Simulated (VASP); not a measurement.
MgO: single point with PBE

The system is MgO.

```xyz
4
Lattice="3.4864 0.0000 0.0000 -1.7432 3.0193 0.0000 0.0000 0.0000 4.0527" Properties=species:S:1:pos:R:3 pbc="T T T"
Mg    1.7432    1.0064    3.0395
Mg    0.0000    2.0129    1.0132
O     1.7432    1.0064    1.0132
O     0.0000    2.0129    3.0395
```

This cell differs from its parent crystal: strain +0.000 along x and y, -0.030 along z.

```json
{
  "Program": "VASP 6.6.1",
  "Task": "single point",
  "Functional": "PBE",
  "Potentials or basis": "VASP PAW PBE potentials, release 64 (Mg, O)",
  "Cutoff": "520 eV",
  "k mesh": "6 × 6 × 6",
  "Occupations": "gaussian, width 0.05 eV",
  "Spin": "no spin polarisation"
}
```

| Item | Value |
| --- | --- |
| Pressure | 9.2 GPa |
| Band gap on the k mesh | 3.62 eV, direct |

Stress tensor (GPa, compression positive):
```
 6.32  0.00  0.00
 0.00  6.32  0.00
 0.00  0.00 14.87
```

Levels at points of the mesh, in eV from the valence-band top:
```
           k point  band 4  band 5  band 6  band 7  band 8  band 9  band 10  band 11  band 12  band 13
(0.00, 0.00, 0.00)   -1.81   -1.81   -0.77   -0.77    0.00    3.62     9.90    12.59    12.59    12.83
(0.50, 0.00, 0.00)   -2.44   -2.39   -1.87   -1.31   -0.43    7.05     9.50    10.23    12.55    13.17
(0.00, 0.00, 0.50)   -2.46   -1.31   -1.31   -1.31   -1.31    6.70     6.70    12.95    12.95    12.95
(0.50, 0.00, 0.50)   -3.96   -1.56   -1.56   -0.79   -0.79    7.49     7.49    12.41    12.41    14.30
```

Run time: 19 s on 1 thread of AMD EPYC 7R13 Processor (Zen 3), on a shared host, peak memory 0.13 GiB.

Caveat: the cell differs from its parent crystal (strain +0.000 along x and y, -0.030 along z).
